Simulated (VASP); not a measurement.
# Ba (Im-3m) in VASP: single point with PBE

Aim: the single point of Ba with PBE.

All numbers are computed with VASP 6.6.1; they aren't measurements. Logs are shortened: lines on timing, memory, paths and dates and some standing lists are left out, and cuts for length are marked.

## 1. The cell of the first run

It takes space group Im-3m (No. 229, cubic). Conventional cell: a = 5.025 Å, b = 5.025 Å, c = 5.025 Å, α = 90.00°, β = 90.00°, γ = 90.00°. Ba (site symmetry m-3m) has 14 Ba at 4.35 to 5.02 Å within 5.7 Å.

## 2. Single point, PBE

Contents of INCAR:

```
PREC = Accurate
ENCUT = 520
EDIFF = 1E-6
ISMEAR = -1
SIGMA = 0.05
LREAL = False
LASPH = True
NELM = 80
ALGO = Normal
ISIF = 2
LWAVE = False
LCHARG = False
GGA = PE
NBANDS = 17
```

Contents of KPOINTS:

```
regular mesh
0
Gamma
  9 9 5
```

Contents of POSCAR:

```
Ba
1.0
   -2.5124974217      2.5124974217      2.5124974217
    2.5124974217     -2.5124974217      2.5124974217
    5.0249948434      5.0249948434      0.0000000000
Ba
2
Direct
    0.0000000000      0.0000000000      0.0000000000
    0.5000000000      0.5000000000      0.5000000000
```

Potentials or basis: VASP PAW PBE potentials, release 64 (Ba_sv).

Started as:

```bash
cat potpaw_PBE.64/Ba_sv/POTCAR > POTCAR
mpirun -np 1 vasp_std > vasp.out
```

OUTCAR:

```text
PREC = Accurate
   ENCUT = 520
   EDIFF = 1E-6
   ISMEAR = -1
   LREAL = False
   LASPH = True
   NELM = 80
   ISIF = 2
   GGA = PE

 ion  position               nearest neighbor table
   1  0.000  0.000  0.000-   2 4.35   2 4.35   2 4.35   2 4.35
   2  0.500  0.500  0.500-   1 4.35   1 4.35   1 4.35   1 4.35

  LATTYP: Found a base centered orthorhombic cell.
 ALAT       =     5.0249948434
 B/A-ratio  =     1.4142135624
 C/A-ratio  =     1.4142135624

  Lattice vectors:

 A1 = (  -2.5124974217,   2.5124974217,   2.5124974217)
 A2 = (   2.5124974217,  -2.5124974217,   2.5124974217)
 A3 = (   5.0249948434,   5.0249948434,   0.0000000000)

Analysis of symmetry for initial positions (statically):
=====================================================================
 Subroutine PRICEL returns following result:

  LATTYP: Found a body centered cubic cell.
 ALAT       =     5.0249948434

  Lattice vectors:

 A1 = (  -2.5124974217,   2.5124974217,  -2.5124974217)
 A2 = (  -2.5124974217,  -2.5124974217,   2.5124974217)
 A3 = (   2.5124974217,   2.5124974217,   2.5124974217)

   2 primitive cells build up your supercell.

 Routine SETGRP: Setting up the symmetry group for a
 base centered orthorhombic supercell.

 Subroutine GETGRP returns: Found  8 space group operations
 (whereof  8 operations were pure point group operations)
 out of a pool of  8 trial point group operations.

The static configuration has the point symmetry D_2h.

Analysis of symmetry for dynamics (positions and initial velocities):
=====================================================================
 Subroutine PRICEL returns following result:

  LATTYP: Found a body centered cubic cell.
 ALAT       =     5.0249948434

  Lattice vectors:

 A1 = (  -2.5124974217,   2.5124974217,  -2.5124974217)
 A2 = (  -2.5124974217,  -2.5124974217,   2.5124974217)
 A3 = (   2.5124974217,   2.5124974217,   2.5124974217)

   2 primitive cells build up your supercell.

 Routine SETGRP: Setting up the symmetry group for a
 base centered orthorhombic supercell.

 Subroutine GETGRP returns: Found  8 space group operations
 (whereof  8 operations were pure point group operations)
 out of a pool of  8 trial point group operations.

The dynamic configuration has the point symmetry D_2h.

 Subroutine INISYM returns: Found  8 space group operations
 (whereof  8 operations are pure point group operations),
 and found     2 'primitive' translations

----------------------------------------------------------------------------------------

                                     Primitive cell

  volume of cell :      63.4420

  direct lattice vectors                    reciprocal lattice vectors
    -2.512497422  2.512497422 -2.512497422    -0.199005179  0.199005179  0.000000000
    -2.512497422 -2.512497422  2.512497422    -0.199005179  0.000000000  0.199005179
     2.512497422  2.512497422  2.512497422     0.000000000  0.199005179  0.199005179

  length of vectors
     4.351773188  4.351773188  4.351773188     0.281435824  0.281435824  0.281435824

  position of ions in fractional coordinates (direct lattice)
     0.000000000  0.000000000  0.000000000

  ion indices of the primitive-cell ions
   primitive index   ion index
                 1           1

----------------------------------------------------------------------------------------

 KPOINTS: regular mesh

Automatic generation of k-mesh.
 Grid dimensions read from file:
 generate k-points for:    9    9    5

 Generating k-lattice:

  Cartesian coordinates                     Fractional coordinates (reciprocal lattice)
    -0.011055843  0.011055843  0.022111687     0.111111111  0.000000000  0.000000000
     0.011055843 -0.011055843  0.022111687     0.000000000  0.111111111  0.000000000
     0.019900518  0.019900518  0.000000000     0.000000000  0.000000000  0.200000000

  Length of vectors
     0.027081175  0.027081175  0.028143582

  Shift w.r.t. Gamma in fractional coordinates (k-lattice)
     0.000000000  0.000000000  0.000000000

 Subroutine IBZKPT returns following result:
 ===========================================

 Found     75 irreducible k-points:

 Following reciprocal coordinates:
            Coordinates               Weight
  0.000000  0.000000  0.000000      1.000000
  0.111111  0.000000  0.000000      4.000000
  0.222222  0.000000  0.000000      4.000000
  0.333333  0.000000  0.000000      4.000000
  0.444444  0.000000  0.000000      4.000000
  0.111111  0.111111  0.000000      2.000000
[... 16 lines left out ...]
 -0.333333  0.333333  0.000000      2.000000
  0.444444  0.444444  0.000000      2.000000
 [... further k-points ...]
   k-points           NKPTS =     75   k-points in BZ     NKDIM =     75   number of bands    NBANDS=     17
   number of dos      NEDOS =    301   number of ions     NIONS =      2
   total plane-waves  NPLWV =  55296
   dimension x,y,z NGX =    32 NGY =   32 NGZ =   54
   dimension x,y,z NGXF=    64 NGYF=   64 NGZF=  108
   ions per type =               2
   NGX,Y,Z   is equivalent  to a cutoff of  12.22, 12.22, 12.63 a.u.
   NGXF,Y,Z  is equivalent  to a cutoff of  24.45, 24.45, 25.27 a.u.
 SYSTEM =  unknown system
   PREC   = accura    normal or accurate (medium, high low for compatibility)
   ISTART =      0    job   : 0-new  1-cont  2-samecut
   ICHARG =      2    charge: 1-file 2-atom 10-const
   ISPIN  =      1    spin polarized calculation?
   LNONCOLLINEAR =      F non collinear calculations
   LSORBIT =      F    spin-orbit coupling
   LASPH  =      T    aspherical Exc in radial PAW
   ENCUT  =  520.0 eV  38.22 Ry    6.18 a.u.   8.09  8.09 13.21*2*pi/ulx,y,z
   NELM   =     80;   NELMIN=  2; NELMDL= -5     # of ELM steps
   EDIFF  = 0.1E-05   stopping-criterion for ELM
   LREAL  =      F    real-space projection
   EDIFFG = 0.1E-04   stopping-criterion for IOM
   NSW    =      0    number of steps for IOM
   IBRION =     -1    ionic relax: 0-MD 1-quasi-New 2-CG
   NFREE  =      0    steps in history (QN), initial steepest desc. (CG)
   ISIF   =      2    stress and relaxation
   ISYM   =      2    0-nonsym 1-usesym 2-fastsym
   POTIM  = 0.5000    time-step for ionic-motion
   TEBEG  =    0.0;   TEEND  =   0.0 temperature during run
   PSTRESS=    0.0 pullay stress
   NELECT =      20.0000    total number of electrons
   NUPDOWN=      -1.0000    fix difference up-down
   EMIN   =  10.00;   EMAX   =-10.00  energy-range for DOS
   EFERMI =   0.00;   METHOD = LEGACY
   ISMEAR =    -1;   SIGMA  =   0.05  broadening in eV -4-tet -1-fermi 0-gaus
   EFERMI_NEDOS =   21; number of points for ismear=-14 and -15
   IALGO  =     38    algorithm
   IMIX   =      4    mixing-type and parameters
     AMIX     =   0.40;   BMIX     =  1.00
     AMIX_MAG =   1.60;   BMIX_MAG =  1.00
  volume/ion in A,a.u.               =      63.44       428.13
  Fermi-wavevector in a.u.,A,eV,Ry     =   0.884333  1.671147 10.640368  0.782045
  Thomas-Fermi vector in A             =   2.005219
   LORBIT       =      0    0 simple, 1 ext, 2 COOP (PROOUT), +10 PAW based schemes
   GGA     = PE    functional components
   LHFCALC =     F    Hartree Fock is set to
   AEXX    =    0.0000 exact exchange contribution
   IVDW    =     0    specifies the selected vdW correction
   LEPSILON=     F    determine dielectric tensor
   LRPA    =     F    only Hartree local field effects (RPA)
 non-spin polarized calculation
  energy-cutoff  :      520.00
  volume of cell :      126.88
 maximum number of plane-waves:      3441
   NGX = 17   NGY = 17   NGZ = 27

 number of electron      20.0000000 magnetization

 Free energy of the ion-electron system (eV)
  ---------------------------------------------------
  ext. energy  EPLUGINS =         0.00000000
  ---------------------------------------------------
  free energy    TOTEN  =        -3.82615582 eV

  energy without entropy =       -3.80633586  energy(sigma->0) =       -3.81624584

 E-fermi :   1.6241     XC(G=0):  -7.3868

 val. band max:        1.6125034810   @ k =   0.4444   0.3333   0.4000
 cond. band min:       1.6259941615   @ k =   0.3333   0.3333   0.4000
 fundamental gap:      0.0134906805
 Fermi energy:         1.6241112310

 k-point     1 :       0.0000    0.0000    0.0000
  band No.  band energies     occupation
      1     -27.2738      2.00000
      2     -27.2318      2.00000
      3     -12.6771      2.00000
      4     -12.3724      2.00000
      5     -12.2288      2.00000
      6     -12.2278      2.00000
[... 9 lines left out ...]
     16       4.8071      0.00000
     17       4.8377      0.00000

 k-point     2 :       0.1111    0.0000    0.0000
  band No.  band energies     occupation
      1     -27.2701      2.00000
      2     -27.2306      2.00000
      3     -12.6597      2.00000
      4     -12.3896      2.00000
      5     -12.2701      2.00000
      6     -12.2485      2.00000
[... 9 lines left out ...]
     16       4.6111      0.00000
     17       4.6869      0.00000

 k-point     3 :       0.2222    0.0000    0.0000
  band No.  band energies     occupation
      1     -27.2603      2.00000
      2     -27.2280      2.00000
      3     -12.6107      2.00000
      4     -12.4522      2.00000
      5     -12.3777      2.00000
      6     -12.2759      2.00000
[... 9 lines left out ...]
     16       4.3607      0.00000
     17       4.7397      0.00000

 k-point     4 :       0.3333    0.0000    0.0000
  band No.  band energies     occupation
      1     -27.2476      2.00000
      2     -27.2265      2.00000
      3     -12.5392      2.00000
      4     -12.5386      2.00000
      5     -12.4979      2.00000
      6     -12.3128      2.00000
[... 9 lines left out ...]
     16       5.0023      0.00000
     17       5.1289      0.00000
[... 343 lines left out ...]
      1     -27.2362      2.00000
      2     -27.2059      2.00000
      3     -12.6193      2.00000
      4     -12.5461      2.00000
      5     -12.5455      2.00000
      6     -12.4727      2.00000
[... 9 lines left out ...]
     16       5.2349      0.00000
     17       5.3278      0.00000

 k-point    23 :      -0.3333    0.3333    0.0000
  band No.  band energies     occupation
      1     -27.2424      2.00000
      2     -27.2084      2.00000
      3     -12.5749      2.00000
      4     -12.5690      2.00000
      5     -12.4991      2.00000
      6     -12.4639      2.00000
[... 9 lines left out ...]
     16       4.7715      0.00000
     17       5.0531      0.00000

 k-point    24 :       0.4444    0.4444    0.0000
  band No.  band energies     occupation
      1     -27.2315      2.00000
      2     -27.2025      2.00000
      3     -12.6618      2.00000
      4     -12.5403      2.00000
      5     -12.5302      2.00000
      6     -12.5282      2.00000
[... 9 lines left out ...]
     16       5.2543      0.00000
     17       5.3981      0.00000

 [... further k-points ...]

------------------------ aborting loop because EDIFF is reached ----------------------------------------

  FORCE on cell =-STRESS in cart. coord.  units (eV):
  Direction    XX          YY          ZZ          XY          YZ          ZX
  --------------------------------------------------------------------------------------
  -------------------------------------------------------------------------------------
  Total        0.0375027      0.0375027      0.0220045     -0.0012644      0.0000000     -0.0000000
  in kB        0.4735499      0.4735499      0.2778530     -0.0159653      0.0000000     -0.0000000
  external PRESSURE =       0.4083176 kB  Pullay stress =       0.0000000 kB

 VOLUME and BASIS-vectors are now :
 -----------------------------------------------------------------------------
  energy-cutoff  :      520.00
  volume of cell :      126.88
      direct lattice vectors                 reciprocal lattice vectors
    -2.512497422  2.512497422  2.512497422    -0.099502590  0.099502590  0.199005179
     2.512497422 -2.512497422  2.512497422     0.099502590 -0.099502590  0.199005179
     5.024994843  5.024994843  0.000000000     0.099502590  0.099502590  0.000000000

 POSITION                                       TOTAL-FORCE (eV/Angst)
 -----------------------------------------------------------------------------------
      0.00000      0.00000      0.00000         0.000000      0.000000     -0.000000
      2.51250      2.51250      2.51250        -0.000000     -0.000000      0.000000
 -----------------------------------------------------------------------------------
    total drift:                               -0.000000     -0.000000      0.000000

  FREE ENERGIE OF THE ION-ELECTRON SYSTEM (eV)
  ---------------------------------------------------
  free  energy   TOTEN  =        -3.8261558211 eV

  energy  without entropy=       -3.8063358606  energy(sigma->0) =       -3.81624584
```

Run time: 1.8 min. Hardware: 1 thread of AMD EPYC 7R43 (Zen 3), shared host; peak memory 0.27 GiB.

What came out:

| Quantity | Value |
| --- | --- |
| Free energy | -3.8262 eV |
| Pressure | 0.0 GPa |
| Band gap on the k mesh | zero (bands 10 and 11 overlap by 0.95 eV) |

Caveat: spin-orbit coupling is left out, which moves the levels of the heavy elements.
